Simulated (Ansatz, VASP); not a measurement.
CdP in VASP and in Ansatz

```
Cd P
1.0
     3.02664    0.00000    0.00000
    -1.51332    2.62115    0.00000
     0.00000    0.00000    4.86525
Cd P
1 1
Cartesian
  1.5133 0.8737 0.0000
  0.0000 0.0000 2.4326
```

Alike in both runs: functional PBE; k mesh 6 × 6 × 4; occupations gaussian, width 0.1 eV; no spin polarisation.

Ansatz relaxed the structure, and its values are those at the end. VASP's run is a single point on that final structure, the one shown.

|  | VASP | Ansatz |
| --- | --- | --- |
| version | VASP 6.6.1 | Ansatz 0.2.0 |
| potentials or method | VASP PAW PBE potentials, release 64 (Cd, P), cutoff 520 eV | scalar-relativistic, plane waves, PAW |
| valence electrons in the cell | 17 | 25 |

|  | VASP | Ansatz | Ansatz less VASP |
| --- | --- | --- | --- |
| gap on the k mesh at the Fermi level (eV) | none | none | - |
| pressure (GPa) | 0.2 | -0.1 | -0.31 |

A gap of «none» marks a metal or a gap that the smearing closes. VASP's potentials hold 17 valence electrons a cell and Ansatz's 25, so a difference there can come from the potentials and not from the codes.

The k mesh is coarse, so the values compare programs but aren't converged.
